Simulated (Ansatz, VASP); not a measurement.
One calculation of ZnO, two programs

```
CELL_PARAMETERS angstrom
0.00000 2.11220 2.11220
2.11220 0.00000 2.11220
2.11220 2.11220 0.00000
ATOMIC_POSITIONS crystal
Zn 0.00000 0.00000 0.00000
O 0.50000 0.50000 0.50000
```

Alike in both runs: task single point; functional r2SCAN; k mesh 12 × 12 × 12; occupations gaussian, width 0.02 eV; no spin polarisation.

|  | VASP | Ansatz |
| --- | --- | --- |
| version | VASP 6.6.1 | Ansatz 0.2.0 |
| potentials or method | VASP PAW PBE potentials, release 64 (Zn, O), cutoff 520 eV | scalar-relativistic, plane waves, PAW |
| valence electrons in the cell | 18 | 18 |

```csv
,VASP,Ansatz,Ansatz less VASP
gap on the k mesh at the Fermi level (eV),1.70,1.72,+0.021
least direct gap on the mesh (eV),3.26,3.29,+0.022
pressure (GPa),7.8,6.3,-1.50
```

VASP's potentials were made for PBE, not for r2SCAN.
